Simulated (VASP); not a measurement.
# Nb (Pm-3m) in VASP: single point with PBEsol

Aim: the single point of Nb with PBEsol.

All numbers are computed with VASP 6.6.1; they aren't measurements. Logs are shortened: lines on timing, memory, paths and dates and some standing lists are left out, and cuts for length are marked.

### 1 The cell of the first run

The structure is cubic, space group Pm-3m (No. 221). The conventional cell has a = 2.641 Å, b = 2.641 Å, c = 2.641 Å, α = 90.00°, β = 90.00°, γ = 90.00°. Nb (site symmetry m-3m) has 6 Nb at 2.64 Å within 3.5 Å.

This isn't the form of Nb at room conditions, which is bcc.

### 2 Single point, PBEsol

Contents of INCAR:

```
SYSTEM = Nb
ALGO = Fast ; EDIFF = 1E-7
ENCUT = 520 ; GGA = PS
ISIF = 2 ; ISMEAR = 0
LASPH = .True. ; LCHARG = .False.
LREAL = .False. ; LWAVE = .False.
NBANDS = 12 ; NELM = 60
PREC = Accurate ; SIGMA = 0.15
```

Contents of KPOINTS:

```
k-points
0
Gamma
  22 22 22
  0 0 0
```

Contents of POSCAR:

```
Nb
1.0
   -0.8804519935      1.7609039869      1.7609039869
    1.7609039869     -0.8804519935      1.7609039869
    1.7609039869      1.7609039869     -0.8804519935
Nb
1
Direct
    0.0000000000      0.0000000000      0.0000000000
```

Potentials or basis: VASP PAW PBE potentials, release 64 (Nb_sv).

On the command line:

```console
> cat potpaw_PBE.64/Nb_sv/POTCAR > POTCAR
> mpirun -np 1 vasp_std > vasp.out
```

OUTCAR:

```text
SYSTEM = Nb
   EDIFF = 1E-7
   ENCUT = 520
   GGA = PS
   ISIF = 2
   ISMEAR = 0
   LASPH = .True.
   LREAL = .False.
   NELM = 60
   PREC = Accurate

 ion  position               nearest neighbor table
   1  0.000  0.000  0.000-

  LATTYP: Found a simple cubic cell.
 ALAT       =     2.6413559804

  Lattice vectors:

 A1 = (  -0.8804519935,   1.7609039869,   1.7609039869)
 A2 = (   1.7609039869,  -0.8804519935,   1.7609039869)
 A3 = (   1.7609039869,   1.7609039869,  -0.8804519935)

Analysis of symmetry for initial positions (statically):
=====================================================================
 Subroutine PRICEL returns:
 Original cell was already a primitive cell.

 Routine SETGRP: Setting up the symmetry group for a
 simple cubic supercell.

 Subroutine GETGRP returns: Found 48 space group operations
 (whereof 48 operations were pure point group operations)
 out of a pool of 48 trial point group operations.

The static configuration has the point symmetry O_h .

Analysis of symmetry for dynamics (positions and initial velocities):
=====================================================================
 Subroutine PRICEL returns:
 Original cell was already a primitive cell.

 Routine SETGRP: Setting up the symmetry group for a
 simple cubic supercell.

 Subroutine GETGRP returns: Found 48 space group operations
 (whereof 48 operations were pure point group operations)
 out of a pool of 48 trial point group operations.

The dynamic configuration has the point symmetry O_h .

 Subroutine INISYM returns: Found 48 space group operations
 (whereof 48 operations are pure point group operations),
 and found     1 'primitive' translations

----------------------------------------------------------------------------------------

                                     Primitive cell

  volume of cell :      18.4281

  direct lattice vectors                    reciprocal lattice vectors
    -0.880451994  1.760903987  1.760903987    -0.126197807  0.252395615  0.252395615
     1.760903987 -0.880451994  1.760903987     0.252395615 -0.126197807  0.252395615
     1.760903987  1.760903987 -0.880451994     0.252395615  0.252395615 -0.126197807

  length of vectors
     2.641355980  2.641355980  2.641355980     0.378593422  0.378593422  0.378593422

  position of ions in fractional coordinates (direct lattice)
     0.000000000  0.000000000  0.000000000

[... 82 lines left out ...]
   ISYM   =      2    0-nonsym 1-usesym 2-fastsym
   POTIM  = 0.5000    time-step for ionic-motion
   TEBEG  =    0.0;   TEEND  =   0.0 temperature during run
   PSTRESS=    0.0 pullay stress
   NELECT =      13.0000    total number of electrons
   NUPDOWN=      -1.0000    fix difference up-down
   EMIN   =  10.00;   EMAX   =-10.00  energy-range for DOS
   EFERMI =   0.00;   METHOD = LEGACY
   ISMEAR =     0;   SIGMA  =   0.15  broadening in eV -4-tet -1-fermi 0-gaus
   EFERMI_NEDOS =   21; number of points for ismear=-14 and -15
   IALGO  =     68    algorithm
   IMIX   =      4    mixing-type and parameters
     AMIX     =   0.40;   BMIX     =  1.00
     AMIX_MAG =   1.60;   BMIX_MAG =  1.00
  volume/ion in A,a.u.               =      18.43       124.36
  Fermi-wavevector in a.u.,A,eV,Ry     =   1.457345  2.753983 28.896790  2.123854
  Thomas-Fermi vector in A             =   2.574157
   LORBIT       =      0    0 simple, 1 ext, 2 COOP (PROOUT), +10 PAW based schemes
   GGA     = PS    functional components
   LHFCALC =     F    Hartree Fock is set to
   AEXX    =    0.0000 exact exchange contribution
   IVDW    =     0    specifies the selected vdW correction
   LEPSILON=     F    determine dielectric tensor
   LRPA    =     F    only Hartree local field effects (RPA)
 non-spin polarized calculation
 RMM-DIIS sequential band-by-band and
 Gauss-broadening in eV      SIGMA  =   0.15
  energy-cutoff  :      520.00
  volume of cell :       18.43
 maximum number of plane-waves:       512
 NGX is ok and might be reduce to    20
   NGX =  9   NGY =  9   NGZ =  9

 number of electron      13.0000003 magnetization

 Free energy of the ion-electron system (eV)
  ---------------------------------------------------
  ext. energy  EPLUGINS =         0.00000000
  ---------------------------------------------------
  free energy    TOTEN  =        -9.91517418 eV

  energy without entropy =       -9.90473917  energy(sigma->0) =       -9.90995667

 E-fermi :  10.7965     XC(G=0): -12.3963

 val. band max:       10.7937066742   @ k =   0.4545   0.4091   0.1818
 cond. band min:      10.8076668883   @ k =   0.5000   0.4545   0.1364
 fundamental gap:      0.0139602141
 Fermi energy:        10.7965001496

 k-point     1 :       0.0000    0.0000    0.0000
  band No.  band energies     occupation
      1     -43.7234      2.00000
      2     -18.8197      2.00000
      3     -18.8197      2.00000
      4     -18.8197      2.00000
      5       5.0195      2.00000
      6       7.7083      2.00000
      7       7.7083      2.00000
      8      16.4927      0.00000
      9      16.4927      0.00000
     10      16.4927      0.00000
     11      26.1717      0.00000
     12      26.1717      0.00000
[... 331 lines left out ...]
 k-point    24 :       0.0909    0.0909   -0.0000
  band No.  band energies     occupation
      1     -43.6836      2.00000
      2     -18.9760      2.00000
      3     -18.9579      2.00000
      4     -18.7922      2.00000
      5       5.5315      2.00000
      6       7.9696      2.00000
      7       8.1973      2.00000
      8      15.6202      0.00000
      9      16.0107      0.00000
     10      16.2001      0.00000
     11      25.4711      0.00000
     12      25.6325      0.00000

 [... further k-points ...]

------------------------ aborting loop because EDIFF is reached ----------------------------------------

  FORCE on cell =-STRESS in cart. coord.  units (eV):
  Direction    XX          YY          ZZ          XY          YZ          ZX
  --------------------------------------------------------------------------------------
  -------------------------------------------------------------------------------------
  Total        0.8509582      0.8509582      0.8509582     -0.0000000     -0.0000000     -0.0000000
  in kB       73.9840341     73.9840341     73.9840341     -0.0000000     -0.0000000     -0.0000000
  external PRESSURE =      73.9840341 kB  Pullay stress =       0.0000000 kB

 VOLUME and BASIS-vectors are now :
 -----------------------------------------------------------------------------
  energy-cutoff  :      520.00
  volume of cell :       18.43
      direct lattice vectors                 reciprocal lattice vectors
    -0.880451994  1.760903987  1.760903987    -0.126197807  0.252395615  0.252395615
     1.760903987 -0.880451994  1.760903987     0.252395615 -0.126197807  0.252395615
     1.760903987  1.760903987 -0.880451994     0.252395615  0.252395615 -0.126197807

 POSITION                                       TOTAL-FORCE (eV/Angst)
 -----------------------------------------------------------------------------------
      0.00000      0.00000      0.00000         0.000000      0.000000     -0.000000
 -----------------------------------------------------------------------------------
    total drift:                                0.000000     -0.000000      0.000000

  FREE ENERGIE OF THE ION-ELECTRON SYSTEM (eV)
  ---------------------------------------------------
  free  energy   TOTEN  =        -9.9151741758 eV

  energy  without entropy=       -9.9047391728  energy(sigma->0) =       -9.90995667
```

OSZICAR:

```text
N       E                     dE             d eps       ncg     rms          rms(c)
DAV:   1     0.118812523656E+03    0.11881E+03   -0.72321E+03  8784   0.108E+03
DAV:   2    -0.498903350489E+01   -0.12380E+03   -0.11821E+03  9352   0.386E+02
DAV:   3    -0.987106586437E+01   -0.48820E+01   -0.45974E+01 12612   0.669E+01
[... 18 lines left out ...]
RMM:  22    -0.991517345911E+01   -0.52709E-06   -0.32889E-06  9721   0.108E-02    0.930E-04
RMM:  23    -0.991517376673E+01   -0.30762E-06   -0.25292E-06  9269   0.833E-03    0.830E-04
RMM:  24    -0.991517397712E+01   -0.21038E-06   -0.14772E-06  8986   0.693E-03    0.120E-03
RMM:  25    -0.991517410072E+01   -0.12361E-06   -0.11679E-06  8496   0.533E-03    0.794E-04
RMM:  26    -0.991517417577E+01   -0.75042E-07   -0.73039E-07  7335   0.393E-03
   1 F= -.99151742E+01 E0= -.99099567E+01  d E =-.104350E-01
```

stdout:

```text
POSCAR found type information on POSCAR Nb
 POSCAR found :  1 types and       1 ions
 scaLAPACK will be used
 -----------------------------------------------------------------------------
|                                                                             |
|                                                                             |
|     You enforced a specific xc type in the INCAR file but a different       |
|     I HOPE YOU KNOW WHAT YOU ARE DOING!                                     |
|                                                                             |
 -----------------------------------------------------------------------------

 LDA part: xc-table for (Slater+PW92), standard interpolation
 POSCAR, INCAR and KPOINTS ok, starting setup
 FFT: planning ... GRIDC
 FFT: planning ... GRID_SOFT
 FFT: planning ... GRID
 WAVECAR not read
 entering main loop
WARNING in EDDRMM: call to ZHEGV failed, returncode =   8  4      8
WARNING in EDDRMM: call to ZHEGV failed, returncode =   8  4     10
WARNING in EDDRMM: call to ZHEGV failed, returncode =   6  3     10
WARNING in EDDRMM: call to ZHEGV failed, returncode =   6  3      7
WARNING in EDDRMM: call to ZHEGV failed, returncode =   8  4     11
WARNING in EDDRMM: call to ZHEGV failed, returncode =   6  3      9
WARNING in EDDRMM: call to ZHEGV failed, returncode =   6  3     11
WARNING in EDDRMM: call to ZHEGV failed, returncode =   6  3      9
WARNING in EDDRMM: call to ZHEGV failed, returncode =   6  3     10
```

Wall time 3.2 min (1 thread of Intel Xeon Platinum 8259CL at 2.50GHz (Skylake/Cascade Lake), shared host); peak memory 0.19 GiB.

Results:

- Free energy: -9.9152 eV
- Pressure: 7.4 GPa
- Band gap on the k mesh: zero (an odd number of electrons rules out a gap without spin polarisation)

Levels at points of the mesh, in eV from the Fermi level:
```tsv
k point	band 3	band 4	band 5	band 6	band 7	band 8	band 9	band 10	band 11	band 12
(0.00, 0.00, 0.00)	-29.62	-29.62	-5.78	-3.09	-3.09	5.70	5.70	5.70	15.38	15.38
(0.50, 0.00, 0.00)	-29.44	-29.44	-2.55	-2.09	0.71	2.00	2.00	6.09	10.79	13.65
(0.50, 0.50, 0.00)	-31.18	-29.27	-4.59	-1.05	2.78	2.78	6.33	6.33	8.19	14.91
(0.50, 0.50, 0.50)	-30.93	-30.93	-2.84	-2.84	-2.84	7.30	8.46	8.46	13.53	13.53
```

Caveat: the cell stands under pressure; the PAW data sets were made with another functional, which shifts forces and pressure a little.
